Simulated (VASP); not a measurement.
Crystal: LaHg3N2.

```
La Hg N
1.0
     4.52979    0.00000    0.00000
     0.00000    4.52979    0.00000
     0.00000    0.00000    7.20081
La Hg N
1 3 2
Direct
  0.50000 0.50000 0.00000
  0.50000 0.00000 0.55789
  0.00000 0.50000 0.44211
  0.00000 0.00000 0.00000
  0.50000 0.00000 0.88064
  0.00000 0.50000 0.11936
```

The cell was built from a structure type or drawn by symmetry, and may not be a known phase.

```yaml
Program: VASP 6.6.1
Task: relaxation of cell and atoms
Functional: PBE
Potentials_or_basis: VASP PAW PBE potentials, release 64 (La, Hg, N)
Cutoff: 600 eV
k_mesh: 4 × 4 × 4
Occupations: gaussian, width 0.1 eV
Spin: no spin polarisation
```

At the start: pressure 0.3 GPa; volume 24.63 Å³/atom.

Where does the relaxation end?

Over 21 steps the energy falls by 3.7 meV/atom and the volume is 23.11 Å³/atom (-6.2 %); space group P-4m2 (No. 115, to 0.1 Å) before and after.

The path:
```
step  energy change (eV)  largest force (eV/Å)  pressure (GPa)  volume (Å³)
   1              0.0000                0.0195            0.26       147.75
   2             -0.0027                0.0583           -0.17       148.60
   3             -0.0027                0.0617           -0.19       148.64
   4             -0.0039                0.0640           -0.11       148.25
   5             -0.0051                0.0929            0.10       147.36
   6             -0.0061                0.0825            0.08       147.29
   7             -0.0080                0.0543            0.02       147.07
   8             -0.0070                0.1272           -0.09       146.62
   9             -0.0083                0.0561           -0.01       146.92
  10             -0.0091                0.0432           -0.09       146.80
  11             -0.0103                0.0505           -0.32       146.44
  12             -0.0106                0.0519           -0.30       146.30
  13             -0.0114                0.0554           -0.26       145.91
  14             -0.0129                0.0634           -0.17       145.12
  15             -0.0153                0.0821            0.02       143.54
  16             -0.0171                0.1215            0.44       140.37
  17             -0.0178                0.1170            0.43       140.07
  18             -0.0194                0.1013            0.40       139.18
  19             -0.0206                0.0657            0.34       137.37
  20             -0.0215                0.0544            0.19       137.85
  21             -0.0222                0.0357           -0.05       138.66
```

Final structure:
```
CELL_PARAMETERS angstrom
4.62121 0.00000 0.00000
0.00000 4.62121 0.00000
0.00000 0.00000 6.49306
ATOMIC_POSITIONS crystal
La 0.50000 0.50000 0.00000
Hg 0.50000 0.00000 0.52661
Hg 0.00000 0.50000 0.47339
Hg 0.00000 0.00000 0.00000
N 0.50000 0.00000 0.88542
N 0.00000 0.50000 0.11458
```
